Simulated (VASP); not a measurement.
## Gd: single point with PBE

Gd:

```
CELL_PARAMETERS angstrom
-2.03841 2.03841 2.03841
2.03841 -2.03841 2.03841
2.03841 2.03841 -2.03841
ATOMIC_POSITIONS crystal
Gd 0.00000 0.00000 0.00000
```

| Quantity | Value |
| --- | --- |
| Program | VASP 6.6.1 |
| Task | single point |
| Functional | PBE |
| Potentials or basis | VASP PAW PBE potentials, release 64 (Gd) |
| Cutoff | 520 eV |
| k mesh | 9 × 9 × 9 |
| Occupations | fermi-dirac, width 0.05 eV |
| Spin | collinear spin, ferromagnetic start |
| Starting moments | [7.0] μB |

* Pressure: -1.1 GPa
* Net moment: 7.61 μB per cell
* Site moments: Gd +6.99 μB
* Valence electrons inside the program's atomic spheres: Gd 15.19

Levels at points of the mesh, in eV from the Fermi level:
Spin up:
```tsv
k point	band 10	band 11	band 12	band 13	band 14	band 15	band 16	band 17
(0.00, 0.00, 0.00)	-4.84	-4.84	-4.82	1.27	1.27	1.27	3.45	3.45
```
Spin down:
```tsv
k point	band 1	band 2	band 3	band 4	band 5	band 6	band 7	band 8	band 9	band 10
(0.00, 0.00, 0.00)	-42.11	-20.00	-20.00	-20.00	-4.18	0.33	0.33	0.33	0.62	0.62
```

Run time: 56 s on 1 thread of Intel(R) Xeon(R) 6975P-C (Granite Rapids), with other jobs on the host, peak memory 0.2 GiB.

Caveat: spin-orbit coupling is left out, which moves the levels of the heavy elements. The state reached can hang on the start; a lower one may exist.
